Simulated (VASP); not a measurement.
# CaF2 (Fm-3m) in VASP: further runs, part 2 of 2

VASP 6.6.1.

**3. Electric field gradients, LDA (13.45 Å³/atom)**

This run uses another cell than the first one, of 13.45 Å³/atom.

Contents of INCAR:

```
SYSTEM = CaF2
PREC     = Accurate       ! precision mode
ENCUT    = 520            ! plane-wave cutoff, eV
EDIFF    = 1E-8           ! SCF threshold, eV
ISMEAR   = -1             ! smearing method
SIGMA    = 0.03           ! smearing width, eV
LREAL    = .False.        ! projectors in reciprocal space
LASPH    = .True.         ! aspherical terms in the spheres
NELM     = 120            ! most SCF steps
ALGO     = Normal         ! electronic algorithm
ISIF     = 2              ! what is computed and relaxed
LWAVE    = .False.        ! write WAVECAR
LCHARG   = .False.        ! write CHGCAR
GGA      = CA             ! functional
LEFG     = .True.       
NBANDS   = 19             ! bands
GGA_COMPAT= .False.
```

Contents of KPOINTS:

```
regular mesh
0
Gamma
  10 10 10
  0 0 0
```

Contents of POSCAR:

```
CaF2
1.0
    0.0000000000      2.7221153164      2.7221153164
    2.7221153164      0.0000000000      2.7221153164
    2.7221153164      2.7221153164      0.0000000000
Ca F
1 2
Direct
    0.0000000000      0.0000000000      0.0000000000
    0.2500000000      0.2500000000      0.2500000000
    0.7500000000      0.7500000000      0.7500000000
```

Potentials or basis: VASP PAW LDA potentials, release 64 (Ca_sv, F).

The run is started by

```
$ cat potpaw_LDA.64/Ca_sv/POTCAR potpaw_LDA.64/F/POTCAR > POTCAR
$ mpirun -np 1 vasp_std > vasp.out
```

OUTCAR:

```text
SYSTEM = CaF2
   PREC = Accurate
   ENCUT = 520
   EDIFF = 1E-8
   ISMEAR = -1
   LREAL = .False.
   LASPH = .True.
   NELM = 120
   ISIF = 2
   GGA = CA

 ion  position               nearest neighbor table
   1  0.000  0.000  0.000-   3 2.36   3 2.36   3 2.36   2 2.36   3 2.36   2 2.36   2 2.36   2 2.36

   2  0.250  0.250  0.250-   1 2.36   1 2.36   1 2.36   1 2.36
   3  0.750  0.750  0.750-   1 2.36   1 2.36   1 2.36   1 2.36

  LATTYP: Found a face centered cubic cell.
 ALAT       =     5.4442306328

  Lattice vectors:

 A1 = (   0.0000000000,   2.7221153164,   2.7221153164)
 A2 = (   2.7221153164,   0.0000000000,   2.7221153164)
 A3 = (   2.7221153164,   2.7221153164,   0.0000000000)

Analysis of symmetry for initial positions (statically):
=====================================================================
 Subroutine PRICEL returns:
 Original cell was already a primitive cell.

 Routine SETGRP: Setting up the symmetry group for a
 face centered cubic supercell.

 Subroutine GETGRP returns: Found 48 space group operations
 (whereof 48 operations were pure point group operations)
 out of a pool of 48 trial point group operations.

The static configuration has the point symmetry O_h .

Analysis of symmetry for dynamics (positions and initial velocities):
=====================================================================
 Subroutine PRICEL returns:
 Original cell was already a primitive cell.

 Routine SETGRP: Setting up the symmetry group for a
 face centered cubic supercell.

 Subroutine GETGRP returns: Found 48 space group operations
 (whereof 48 operations were pure point group operations)
 out of a pool of 48 trial point group operations.

The dynamic configuration has the point symmetry O_h .

 Subroutine INISYM returns: Found 48 space group operations
 (whereof 48 operations are pure point group operations),
 and found     1 'primitive' translations

----------------------------------------------------------------------------------------

                                     Primitive cell

  volume of cell :      40.3413

  direct lattice vectors                    reciprocal lattice vectors
     0.000000000  2.722115316  2.722115316    -0.183680683  0.183680683  0.183680683
     2.722115316  0.000000000  2.722115316     0.183680683 -0.183680683  0.183680683
     2.722115316  2.722115316  0.000000000     0.183680683  0.183680683 -0.183680683

  length of vectors
     3.849652399  3.849652399  3.849652399     0.318144275  0.318144275  0.318144275

  position of ions in fractional coordinates (direct lattice)
     0.000000000  0.000000000  0.000000000
     0.250000000  0.250000000  0.250000000
     0.750000000  0.750000000  0.750000000

  ion indices of the primitive-cell ions
   primitive index   ion index
                 1           1
                 2           2
                 3           3

[... 73 lines left out ...]
   EDIFFG = 0.1E-06   stopping-criterion for IOM
   NSW    =      0    number of steps for IOM
   IBRION =     -1    ionic relax: 0-MD 1-quasi-New 2-CG
   NFREE  =      0    steps in history (QN), initial steepest desc. (CG)
   ISIF   =      2    stress and relaxation
   ISYM   =      2    0-nonsym 1-usesym 2-fastsym
   POTIM  = 0.5000    time-step for ionic-motion
   TEBEG  =    0.0;   TEEND  =   0.0 temperature during run
   PSTRESS=    0.0 pullay stress
   NELECT =      24.0000    total number of electrons
   NUPDOWN=      -1.0000    fix difference up-down
   EMIN   =  10.00;   EMAX   =-10.00  energy-range for DOS
   EFERMI =   0.00;   METHOD = LEGACY
   ISMEAR =    -1;   SIGMA  =   0.03  broadening in eV -4-tet -1-fermi 0-gaus
   EFERMI_NEDOS =   21; number of points for ismear=-14 and -15
   IALGO  =     38    algorithm
   IMIX   =      4    mixing-type and parameters
     AMIX     =   0.40;   BMIX     =  1.00
     AMIX_MAG =   1.60;   BMIX_MAG =  1.00
  volume/ion in A,a.u.               =      13.45        90.75
  Fermi-wavevector in a.u.,A,eV,Ry     =   1.376878  2.601922 25.793822  1.895792
  Thomas-Fermi vector in A             =   2.502082
   LORBIT       =      0    0 simple, 1 ext, 2 COOP (PROOUT), +10 PAW based schemes
   GGA     = CA    functional components
   LHFCALC =     F    Hartree Fock is set to
   AEXX    =    0.0000 exact exchange contribution
   IVDW    =     0    specifies the selected vdW correction
   LEPSILON=     F    determine dielectric tensor
   LRPA    =     F    only Hartree local field effects (RPA)
 non-spin polarized calculation
  energy-cutoff  :      520.00
  volume of cell :       40.34
 maximum number of plane-waves:      1106
 NGX is ok and might be reduce to    30
   NGX = 15   NGY = 15   NGZ = 15

 number of electron      23.9999984 magnetization

 Free energy of the ion-electron system (eV)
  ---------------------------------------------------
  ext. energy  EPLUGINS =         0.00000000
  ---------------------------------------------------
  free energy    TOTEN  =       -18.97104886 eV

  energy without entropy =      -18.97104886  energy(sigma->0) =      -18.97104886

 E-fermi :  -0.6147     XC(G=0): -10.4210

 val. band max:       -1.3047702704   @ k =   0.5000   0.5000   0.0000
 cond. band min:       5.6552021152   @ k =   0.0000   0.0000   0.0000
 fundamental gap:      6.9599723857
 Fermi energy:        -0.6146501481

 k-point     1 :       0.0000    0.0000    0.0000
  band No.  band energies     occupation
      1     -36.6932      2.00000
      2     -20.8590      2.00000
      3     -20.0250      2.00000
      4     -17.9346      2.00000
      5     -17.9346      2.00000
      6     -17.9346      2.00000
[... 505 lines left out ...]
      6     -17.3529      2.00000
[... 11 lines left out ...]
     18      10.0178      0.00000
     19      14.3484      0.00000

 [... further k-points ...]
[... 5 lines left out ...]
  --------------------------------------------------------------------------------------
  -------------------------------------------------------------------------------------
  Total       -1.3413977     -1.3413977     -1.3413977      0.0000000      0.0000000      0.0000000
  in kB      -53.2744031    -53.2744031    -53.2744031      0.0000000      0.0000000      0.0000000
  external PRESSURE =     -53.2744031 kB  Pullay stress =       0.0000000 kB

 VOLUME and BASIS-vectors are now :
 -----------------------------------------------------------------------------
  energy-cutoff  :      520.00
  volume of cell :       40.34
      direct lattice vectors                 reciprocal lattice vectors
     0.000000000  2.722115316  2.722115316    -0.183680683  0.183680683  0.183680683
     2.722115316  0.000000000  2.722115316     0.183680683 -0.183680683  0.183680683
     2.722115316  2.722115316  0.000000000     0.183680683  0.183680683 -0.183680683

 POSITION                                       TOTAL-FORCE (eV/Angst)
 -----------------------------------------------------------------------------------
      0.00000      0.00000      0.00000         0.000000     -0.000000     -0.000000
      1.36106      1.36106      1.36106        -0.000000      0.000000      0.000000
      4.08317      4.08317      4.08317         0.000000     -0.000000     -0.000000
 -----------------------------------------------------------------------------------
    total drift:                                0.000000     -0.000000      0.000000

  FREE ENERGIE OF THE ION-ELECTRON SYSTEM (eV)
  ---------------------------------------------------
  free  energy   TOTEN  =       -18.9710488579 eV

  energy  without entropy=      -18.9710488579  energy(sigma->0) =      -18.97104886

 Electric field gradients (V/A^2)
---------------------------------------------------------------------
 ion       V_xx      V_yy      V_zz      V_xy      V_xz      V_yz
---------------------------------------------------------------------
   1       0.000    -0.000     0.000    -0.000    -0.000    -0.000
   2       0.000     0.000     0.000    -0.002    -0.002    -0.002
   3       0.000     0.000     0.000    -0.002    -0.002    -0.002
---------------------------------------------------------------------

 Electric field gradients after diagonalization (V/A^2)
 (convention: |V_zz| > |V_xx| > |V_yy|)
----------------------------------------------------------------------
 ion       V_xx      V_yy      V_zz     asymmetry (V_yy - V_xx)/ V_zz
----------------------------------------------------------------------
   1       0.000     0.000    -0.001       0.000
   2       0.002     0.002    -0.005       0.000
   3       0.002     0.002    -0.005       0.000
----------------------------------------------------------------------

           NMR quadrupolar parameters

 Cq : quadrupolar parameter    Cq=e*Q*V_zz/h
 eta: asymmetry parameters     (V_yy - V_xx)/ V_zz
 Q  : nuclear electric quadrupole moment in mb (millibarn)
----------------------------------------------------------------------
 ion       Cq(MHz)       eta       Q (mb)
----------------------------------------------------------------------
   1      -0.000       0.000       1.000
   2      -0.000       0.000       1.000
   3      -0.000       0.000       1.000
----------------------------------------------------------------------
```

Run time: 20 s. Hardware: 1 thread of Intel Xeon Platinum 8559C (Emerald Rapids), shared host; peak memory 0.16 GiB.

Results:

| Quantity | Value |
| --- | --- |
| Free energy | -18.9710 eV |
| Pressure | -5.3 GPa |
| Band gap on the k mesh | 6.96 eV (least direct gap 7.22 eV) |
| Largest electric field gradient by atom | zero within the noise of the run |

Caveat: the cell stands under tension. A k mesh can miss the band edges.
